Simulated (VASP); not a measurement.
Te2Mo: single point with r2SCAN

**Experimental background.**

From “Broadband infrared study of pressure-tunable Fano resonance and metallization transition in 2H-MoTe2”, 2022, pmc:9569381, for a bulk crystal of Te2Mo at 300 K: band gap 0.88 ± 0.05 eV (indirect).

Crystal: Te2Mo.

```xyz
6
Lattice="3.5637 0.0000 0.0000 -1.7818 3.0862 0.0000 0.0000 0.0000 14.7197" Properties=species:S:1:pos:R:3 pbc="T T T"
Te    0.0000    2.0575    9.2504
Te    1.7818    1.0287    1.8906
Te    0.0000    2.0575   12.8291
Te    1.7818    1.0287    5.4693
Mo    0.0000    2.0575    3.6799
Mo    1.7818    1.0287   11.0398
```

* Program: VASP 6.6.1
* Task: single point
* Functional: r2SCAN
* Potentials or basis: VASP PAW PBE potentials, release 64 (Te, Mo_sv)
* Cutoff: 520 eV
* k mesh: 8 × 8 × 2
* Occupations: gaussian, width 0.05 eV
* Spin: collinear spin
* Starting moments: [0.0, 0.0, 0.0, 0.0, 2.0, -2.0] μB

```yaml
Pressure: 0.1 GPa
Largest_force: 0.028 eV/Å
Band_gap_on_the_k_mesh: 1.12 eV (least direct gap 1.26 eV)
Net_moment: 0.00 μB per cell
Valence_electrons_inside_the_program's_atomic_spheres: Te 3.47; Mo 12.33
```

Forces on the atoms (eV/Å):
```
Te   0.000  0.000 -0.028
Te   0.000  0.000 -0.028
Te   0.000  0.000  0.028
Te   0.000  0.000  0.028
Mo   0.000  0.000  0.000
Mo   0.000  0.000  0.000
```

Stress tensor (GPa, compression positive):
```
0.09 0.00 0.00
0.00 0.09 0.00
0.00 0.00 0.20
```

Levels at points of the mesh, in eV from the valence-band top:
Spin up:
| k point | band 23 | band 24 | band 25 | band 26 | band 27 | band 28 | band 29 | band 30 |
| --- | --- | --- | --- | --- | --- | --- | --- | --- |
| (0.00, 0.00, 0.00) | -1.08 | -0.79 | -0.71 | 0.00 | 3.05 | 3.05 | 3.11 | 3.11 |
| (0.50, 0.00, 0.00) | -0.85 | -0.83 | -0.62 | -0.48 | 1.37 | 1.41 | 1.67 | 1.86 |
| (0.00, 0.00, 0.50) | -1.09 | -1.09 | -0.15 | -0.15 | 3.07 | 3.07 | 3.07 | 3.07 |
| (0.50, 0.00, 0.50) | -0.84 | -0.84 | -0.55 | -0.55 | 1.39 | 1.39 | 1.77 | 1.77 |
Spin down:
| k point | band 23 | band 24 | band 25 | band 26 | band 27 | band 28 | band 29 | band 30 |
| --- | --- | --- | --- | --- | --- | --- | --- | --- |
| (0.00, 0.00, 0.00) | -1.08 | -0.79 | -0.71 | 0.00 | 3.05 | 3.05 | 3.11 | 3.11 |
| (0.50, 0.00, 0.00) | -0.85 | -0.83 | -0.62 | -0.48 | 1.37 | 1.41 | 1.67 | 1.86 |
| (0.00, 0.00, 0.50) | -1.09 | -1.09 | -0.15 | -0.15 | 3.07 | 3.07 | 3.07 | 3.07 |
| (0.50, 0.00, 0.50) | -0.84 | -0.84 | -0.55 | -0.55 | 1.39 | 1.39 | 1.77 | 1.77 |

It took 15 min on 1 thread of Intel Xeon 8259CL, with other jobs on the host, peak memory 0.5 GiB.

Measured gap of Te2Mo: 0.88 eV (indirect; 300 K; quoted in “Broadband infrared study of pressure-tunable Fano resonance and metallization transition in 2H-MoTe2”, 2022, pmc:9569381). This calculation gives 1.12 eV (+0.24 eV). Spin-orbit coupling on Mo, Te is left out. The value is that of r2SCAN on a finite k mesh, which can miss the band edges, without temperature or zero-point motion.

Caveat: the PAW data sets were made with another functional, which shifts forces and pressure a little; spin-orbit coupling is left out, which moves the levels of the heavy elements.
